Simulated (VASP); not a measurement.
# BAs (F-43m) in VASP: a series of runs, part 3 of 3

VASP 6.6.1. The steps go on from the part before.

## 6. Vibrations by perturbation theory, LDA

This run uses another cell than the first one, of 13.34 Å³/atom, 1.123 times its volume.

INCAR

```
PREC     = Accurate       # precision mode
ENCUT    = 520            # plane-wave cutoff, eV
EDIFF    = 1E-8           # SCF threshold, eV
ISMEAR   = 0              # smearing method
SIGMA    = 0.01           # smearing width, eV
LREAL    = F              # projectors in reciprocal space
LASPH    = T              # aspherical terms in the spheres
NELM     = 100            # most SCF steps
ALGO     = Normal         # electronic algorithm
ISIF     = 2              # what is computed and relaxed
LWAVE    = F              # write WAVECAR
LCHARG   = F              # write CHGCAR
GGA      = CA             # functional
NBANDS   = 11             # bands
IBRION   = 8              # ionic algorithm
NSW      = 1              # ionic steps
LEPSILON = T              # dielectric tensor by DFPT
```

KPOINTS

```
Automatic mesh
0
Gamma
  10 10 10
```

POSCAR

```
BAs
1.0
    0.0000000000      2.3714943318      2.3714943318
    2.3714943318      0.0000000000      2.3714943318
    2.3714943318      2.3714943318      0.0000000000
B As
1 1
Direct
    0.0000000000      0.0000000000      0.0000000000
    0.7500000000      0.7500000000      0.7500000000
```

Potentials or basis: VASP PAW LDA potentials, release 64 (B, As).

On the command line:

```console
$ cat potpaw_LDA.64/B/POTCAR potpaw_LDA.64/As/POTCAR > POTCAR
$ mpirun -np 1 vasp_std > vasp.out
```

OUTCAR:

```text
PREC = Accurate
   ENCUT = 520
   EDIFF = 1E-8
   ISMEAR = 0
   LREAL = F
   LASPH = T
   NELM = 100
   ISIF = 2
   GGA = CA
   IBRION = 8
   NSW = 1
   LEPSILON = T

 ion  position               nearest neighbor table
   1  0.000  0.000  0.000-   2 2.05   2 2.05   2 2.05   2 2.05
   2  0.750  0.750  0.750-   1 2.05   1 2.05   1 2.05   1 2.05

  LATTYP: Found a face centered cubic cell.
 ALAT       =     4.7429886636

  Lattice vectors:

 A1 = (   0.0000000000,   2.3714943318,   2.3714943318)
 A2 = (   2.3714943318,   0.0000000000,   2.3714943318)
 A3 = (   2.3714943318,   2.3714943318,   0.0000000000)

Analysis of symmetry for initial positions (statically):
=====================================================================
 Subroutine PRICEL returns:
 Original cell was already a primitive cell.

 Routine SETGRP: Setting up the symmetry group for a
 face centered cubic supercell.

 Subroutine GETGRP returns: Found 24 space group operations
 (whereof 24 operations were pure point group operations)
 out of a pool of 48 trial point group operations.

The static configuration has the point symmetry T_d .

Analysis of symmetry for dynamics (positions and initial velocities):
=====================================================================
 Subroutine PRICEL returns:
 Original cell was already a primitive cell.

 Routine SETGRP: Setting up the symmetry group for a
 face centered cubic supercell.

 Subroutine GETGRP returns: Found 24 space group operations
 (whereof 24 operations were pure point group operations)
 out of a pool of 48 trial point group operations.

The dynamic configuration has the point symmetry T_d .

 Subroutine INISYM returns: Found 24 space group operations
 (whereof 24 operations are pure point group operations),
 and found     1 'primitive' translations

----------------------------------------------------------------------------------------

                                     Primitive cell

  volume of cell :      26.6745

  direct lattice vectors                    reciprocal lattice vectors
     0.000000000  2.371494332  2.371494332    -0.210837527  0.210837527  0.210837527
     2.371494332  0.000000000  2.371494332     0.210837527 -0.210837527  0.210837527
     2.371494332  2.371494332  0.000000000     0.210837527  0.210837527 -0.210837527

  length of vectors
     3.353799447  3.353799447  3.353799447     0.365181309  0.365181309  0.365181309

  position of ions in fractional coordinates (direct lattice)
     0.000000000  0.000000000  0.000000000
     0.750000000  0.750000000  0.750000000

  ion indices of the primitive-cell ions
[... 524 lines left out ...]
 -----------------------------------------------------------------------------
    -0.00025 -0.11424  0.00000
    -0.11424 -0.00025  0.00000
     0.00000  0.00000 -0.00000

--------------------------------------- Ionic step        4  -------------------------------------------

------------------------ aborting loop because EDIFF is reached ----------------------------------------

[... ionic steps 5 to 6 ...]

--------------------------------------- Ionic step        7  -------------------------------------------

 Free energy of the ion-electron system (eV)
  ---------------------------------------------------
  ---------------------------------------------------
  free energy    TOTEN  =        -0.03771214 eV

  energy without entropy =       -0.03771214

------------------------ aborting loop because EDIFF is reached ----------------------------------------

 INTERNAL STRAIN TENSOR  FOR ION    2  DIRECTION 1   (eV/Angst):
 -----------------------------------------------------------------------------
    -0.00866  0.00000  0.00000
     0.00000  0.00657  7.28172
     0.00000  7.28172  0.00657

 MACROSCOPIC STATIC DIELECTRIC TENSOR (including local field effects in DFT)
 ------------------------------------------------------
           9.758987     0.000000    -0.000000
           0.000000     9.758987    -0.000000
           0.000000     0.000000     9.758987
 ------------------------------------------------------

 PIEZOELECTRIC TENSOR (including local field effects)  for field in x, y, z        (e  Angst)
          XX          YY          ZZ          XY          YZ          ZX
  --------------------------------------------------------------------------------
  x    -0.00000     0.00000     0.00000     0.00000    -0.18445     0.00000
  y    -0.00000     0.00000     0.00000     0.00000     0.00000    -0.18445
  z     0.00000     0.00000     0.00000    -0.18445     0.00000     0.00000

 PIEZOELECTRIC TENSOR (including local field effects)  for field in x, y, z        (C/m^2)
          XX          YY          ZZ          XY          YZ          ZX
  --------------------------------------------------------------------------------
  x    -0.00000     0.00000     0.00000     0.00000    -0.11079     0.00000
  y    -0.00000     0.00000     0.00000     0.00000     0.00000    -0.11079
  z     0.00000     0.00000     0.00000    -0.11079     0.00000     0.00000

 BORN EFFECTIVE CHARGES (including local field effects) (in |e|, cummulative output)
 ---------------------------------------------------------------------------------
 ion    1
    1    -0.55655     0.00000     0.00000
    2    -0.00000    -0.55655     0.00000
    3     0.00000     0.00000    -0.55655
 ion    2
    1     0.55655     0.00000     0.00000
    2     0.00000     0.55655    -0.00000
    3     0.00000     0.00000     0.55655

 INTERNAL STRAIN TENSOR FOR ION    2 for displacements in x,y,z  (eV/Angst):
          X           Y           Z          XY          YZ          ZX
  --------------------------------------------------------------------------------
  x    -0.00000     0.00000     0.00000     0.00000     7.28172     0.00000
  y     0.00000    -0.00000     0.00000     0.00000     0.00000     7.28172
  z     0.00000     0.00000    -0.00000     7.28172     0.00000     0.00000

 SECOND DERIVATIVES (NOT SYMMETRIZED)
 ------------------------------------
               1X          1Y          1Z          2X          2Y          2Z
  1X   -17.025390    0.000000    0.000000   17.025390    0.000000    0.000000
  1Y     0.000000  -17.025390    0.000000    0.000000   17.025390    0.000000
  1Z     0.000000    0.000000  -17.025390    0.000000    0.000000   17.025390
  2X    17.022113    0.000000    0.000000  -17.022113    0.000000    0.000000
  2Y     0.000000   17.022113    0.000000    0.000000  -17.022113    0.000000
  2Z     0.000000    0.000000   17.022113    0.000000    0.000000  -17.022113

 Eigenvectors and eigenvalues of the dynamical matrix
 ----------------------------------------------------

   1 f  =   20.986035 THz   131.859145 2PiTHz  700.018769 cm-1    86.791227 meV
             X         Y         Z           dx          dy          dz
      0.000000  0.000000  0.000000    -0.000000    0.000000   -0.934837
      3.557241  3.557241  3.557241    -0.000000    0.000000    0.355077
[... 21 lines left out ...]
   6 f/i=    0.000671 THz     0.004213 2PiTHz    0.022366 cm-1     0.002773 meV
             X         Y         Z           dx          dy          dz
      0.000000  0.000000  0.000000    -0.344742    0.043186    0.073264
      3.557241  3.557241  3.557241    -0.907627    0.113700    0.192887

--------------------------------------------------------------------------------------------------------

 MACROSCOPIC STATIC DIELECTRIC TENSOR IONIC CONTRIBUTION
 ------------------------------------------------------
           0.123431     0.000000     0.000000
           0.000000     0.123431    -0.000000
           0.000000    -0.000000     0.123431
 ------------------------------------------------------

 ELASTIC MODULI CONTR FROM IONIC RELAXATION (kBar)
 Direction    XX          YY          ZZ          XY          YZ          ZX
 --------------------------------------------------------------------------------
 XX          -0.0000      0.0000      0.0000      0.0000      0.0000      0.0000
 YY           0.0000     -0.0000      0.0000      0.0000      0.0000      0.0000
 ZZ           0.0000      0.0000     -0.0000      0.0000      0.0000      0.0000
 XY           0.0000      0.0000      0.0000   -196.8931      0.0000      0.0000
 YZ           0.0000      0.0000      0.0000      0.0000   -196.8931      0.0000
 ZX           0.0000      0.0000      0.0000      0.0000      0.0000   -196.8931
 --------------------------------------------------------------------------------

 PIEZOELECTRIC TENSOR IONIC CONTR  for field in x, y, z        (C/m^2)
          XX          YY          ZZ          XY          YZ          ZX
  --------------------------------------------------------------------------------
  x    -0.00000     0.00000     0.00000     0.00000     0.14669     0.00000
  y    -0.00000    -0.00000     0.00000    -0.00000     0.00000     0.14669
  z     0.00000     0.00000    -0.00000     0.14669     0.00000     0.00000
```

Run time: 9.2 min. Hardware: 1 thread of Intel Xeon Platinum 8259CL at 2.50GHz (Skylake/Cascade Lake), shared host; peak memory 0.26 GiB.

Results:

| Property | Result |
| --- | --- |
| Electronic dielectric tensor (diagonal) | 9.76 |
| Born charges (mean of the diagonal) | B -0.56; As +0.56 e |
| Highest phonon frequency at Γ, LO-TO splitting left out | 700 cm⁻¹ |

Phonon frequencies in cm⁻¹ (negative: imaginary):
| q point | frequencies |
| --- | --- |
| (0.000, 0.000, 0.000) | 0 0 0 700 700 700 |

Electronic dielectric tensor:
```
9.76 0.00 0.00
0.00 9.76 0.00
0.00 0.00 9.76
```

Born effective charge tensors (e):
atom 1, B
```
-0.56  0.00  0.00
 0.00 -0.56  0.00
 0.00  0.00 -0.56
```
atom 2, As
```
0.56 0.00 0.00
0.00 0.56 0.00
0.00 0.00 0.56
```
